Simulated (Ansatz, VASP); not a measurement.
# One calculation of Al3GaN4, two programs

```
Al Ga N
1.0
     0.00000   -4.40124    0.00000
     0.00000    0.00000   -4.40124
    14.80247    0.00000    0.00000
Al Ga N
6 2 8
Cartesian
  8.2646 -2.2006 -4.4012
  3.8634 -2.2006 -4.4012
  8.2646 -4.4012 -2.2006
  3.8634 -4.4012 -2.2006
  1.6628 -2.2006 -2.2006
  6.0640 -2.2006 -2.2006
  1.6628 -4.4012 -4.4012
  6.0640 -4.4012 -4.4012
  0.5381 -1.1247 -3.2765
  4.9393 -1.1247 -3.2765
  0.5381 -3.2765 -1.1247
  4.9393 -3.2765 -1.1247
  7.1887 -1.1247 -1.1247
  2.7875 -1.1247 -1.1247
  7.1887 -3.2765 -3.2765
  2.7875 -3.2765 -3.2765
```

Alike in both runs: task single point; functional r2SCAN; k mesh 5 × 5 × 3; occupations gaussian, width 0.05 eV; no spin polarisation.

|  | VASP | Ansatz |
| --- | --- | --- |
| version | VASP 6.6.1 | Ansatz 0.2.0 |
| potentials or method | VASP PAW PBE potentials, release 64 (Al, Ga_d, N), cutoff 520 eV | scalar-relativistic, plane waves, PAW |
| valence electrons in the cell | 84 | 84 |

Ansatz gave:

```
gap on the k mesh at the Fermi level (eV) : none
rms of the force components (eV/Å)        : 0.616
```

Estimate VASP's values.

gap on the k mesh at the Fermi level (eV): none; rms of the force components (eV/Å): 0.612.

VASP's potentials were made for PBE, not for r2SCAN. Atom by atom the forces differ by 0.030 eV/Å (rms over components). A gap of «none» marks a metal or a gap that the smearing closes.
